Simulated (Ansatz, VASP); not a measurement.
# Two plane-wave programs on BeZn2Se3

The input INCAR:

```
  PREC = Accurate
  ENCUT = 520
  EDIFF = 1E-6
  ISMEAR = 0
  SIGMA = 0.02
  LREAL = False
  LASPH = True
  NELM = 80
  ALGO = Normal
  ISIF = 2
  LWAVE = False
  LCHARG = False
  NBANDS = 56
```

KPOINTS

```
regular mesh
0
Gamma
  6 6 4
```

Contents of POSCAR:

```
BeZn2Se3
1.0
    6.7729402164      0.0000000000      0.0000000000
   -3.3864701082      5.8655382858      0.0000000000
    0.0000000000      0.0000000000      6.4466022000
Be Zn Se
2 4 6
Direct
    0.6666666667      0.3333333333      0.4996150000
    0.3333333333      0.6666666667      0.4996150000
    0.3415500000      0.3415500000      0.0033280000
    0.0000000000      0.6584500000      0.0033280000
    0.6584500000      0.0000000000      0.0033280000
    0.0000000000      0.0000000000      0.4994360000
    0.3578350000      0.3578350000      0.3867860000
    0.0000000000      0.6421650000      0.3867860000
    0.6421650000      0.0000000000      0.3867860000
    0.6666666667      0.3333333333      0.8488520000
    0.3333333333      0.6666666667      0.8488520000
    0.0000000000      0.0000000000      0.8832870000
```

Input for Ansatz:

```yaml
crystal:
  lattice:
    - [6.7729402164, 0.0, 0.0]
    - [-3.3864701082, 5.8655382858, 0.0]
    - [0.0, 0.0, 6.4466022]
  atoms:
    - { symbol: Be, position: [0.6666666667, 0.3333333333, 0.499615] }
    - { symbol: Be, position: [0.3333333333, 0.6666666667, 0.499615] }
    - { symbol: Zn, position: [0.34155, 0.34155, 0.003328] }
    - { symbol: Zn, position: [0.0, 0.65845, 0.003328] }
    - { symbol: Zn, position: [0.65845, 0.0, 0.003328] }
    - { symbol: Zn, position: [0.0, 0.0, 0.499436] }
    - { symbol: Se, position: [0.357835, 0.357835, 0.386786] }
    - { symbol: Se, position: [0.0, 0.642165, 0.386786] }
    - { symbol: Se, position: [0.642165, 0.0, 0.386786] }
    - { symbol: Se, position: [0.6666666667, 0.3333333333, 0.848852] }
    - { symbol: Se, position: [0.3333333333, 0.6666666667, 0.848852] }
    - { symbol: Se, position: [0.0, 0.0, 0.883287] }
basis:
  ecutwfc: 420
kpoints:
  mp_grid: { grid: [6, 6, 4] }
  band_path:
    path:
      - [[0.0, 0.0, 0.0], [0.5, 0.0, 0.0], [0.33333333, 0.33333333, 0.0], [0.0, 0.0, 0.0], [0.0, 0.0, 0.5], [0.5, 0.0, 0.5], [0.33333333, 0.33333333, 0.5], [0.0, 0.0, 0.5]]
      - [[0.5, 0.0, 0.5], [0.5, 0.0, 0.0]]
      - [[0.33333333, 0.33333333, 0.5], [0.33333333, 0.33333333, 0.0], [0.33333333, 0.33333333, -0.5]]
    npoints: 10
hamiltonian:
  xc: lda
scf:
  occupations: { method: gaussian, width: 0.02 }
  n_extra_bands: 30
output:
  forces: true
  stress: true
  eigenvalues: true
  populations: true
  dos: { projected: true, de: 0.02, nscf_kmesh: { grid: [9, 9, 6] } }
  bader: false
```

Alike in both runs: task single point; functional LDA; k mesh 6 × 6 × 4; occupations gaussian, width 0.02 eV; no spin polarisation.

|  | VASP | Ansatz |
| --- | --- | --- |
| version | VASP 6.6.1 | Ansatz 0.2.0 |
| potentials or method | VASP PAW LDA potentials, release 64 (Be, Zn, Se), cutoff 520 eV | scalar-relativistic, plane waves, PAW |
| valence electrons in the cell | 88 | 148 |

Ansatz gave:

```
gap on the k mesh at the Fermi level (eV)                     : 1.63
least direct gap on the mesh (eV)                             : 1.63
pressure (GPa)                                                : -5.0
traceless stress, the component that is largest in VASP (GPa) : -0.10
rms of the force components (eV/Å)                            : 0.076
```

Q: What did VASP give for the same quantities?

A: gap on the k mesh at the Fermi level (eV): 1.67; least direct gap on the mesh (eV): 1.67; pressure (GPa): -4.7; traceless stress, the component that is largest in VASP (GPa): -0.09; rms of the force components (eV/Å): 0.070.

LDA's correlation is that of Perdew and Zunger in VASP and of Perdew and Wang (1992) in Ansatz. Atom by atom the forces differ by 0.006 eV/Å (rms over components). VASP's potentials hold 88 valence electrons a cell and Ansatz's 148, so a difference there can come from the potentials and not from the codes.
